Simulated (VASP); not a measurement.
Input of a VASP 6.6.1 run:

The input POSCAR:

```
GaP
1.0
    0.0000000000      2.3966880205      2.3966880205
    2.3966880205      0.0000000000      2.3966880205
    2.3966880205      2.3966880205      0.0000000000
Ga P
1 1
Direct
    0.0000000000      0.0000000000      0.0000000000
    0.5000000000      0.5000000000      0.5000000000
```

Contents of INCAR.step1:

```
PREC = Accurate
ENCUT = 520
ISMEAR = 0
SIGMA = 0.1
LREAL = False
LASPH = True
NELM = 80
NBANDS = 16
GGA = PE
ALGO = Normal
EDIFF = 1E-4
LWAVE = True
LCHARG = False
```

The input INCAR.step2:

```
PREC = Accurate
ENCUT = 520
EDIFF = 1E-7
ISMEAR = 0
SIGMA = 0.1
LREAL = False
LASPH = True
NELM = 80
ALGO = Normal
ISIF = 2
LWAVE = False
LCHARG = False
METAGGA = R2SCAN
LMIXTAU = True
NBANDS = 16
ISTART = 1
```

The input KPOINTS:

```
Automatic mesh
0
Gamma
  16 16 16
```

Potentials or basis: VASP PAW PBE potentials, release 64 (Ga_d, P).

Run with:

```console
$ cat potpaw_PBE.64/Ga_d/POTCAR potpaw_PBE.64/P/POTCAR > POTCAR
$ cp INCAR.step1 INCAR
$ mpirun -np 1 vasp_std > vasp.out
$ cp INCAR.step2 INCAR
$ mpirun -np 1 vasp_std > vasp.out
```

Q: Predict the pressure.

A: 29.8 GPa.

Q: Predict the band gap on the k mesh.

A: Zero (band 9 reaches 9.77 eV, above the bottom of band 10 at 6.31 eV).

Caveat: the cell differs from its parent crystal (N replaced by P, lengths x 1.112, strained); the PAW data sets were made with another functional, which shifts forces and pressure a little.
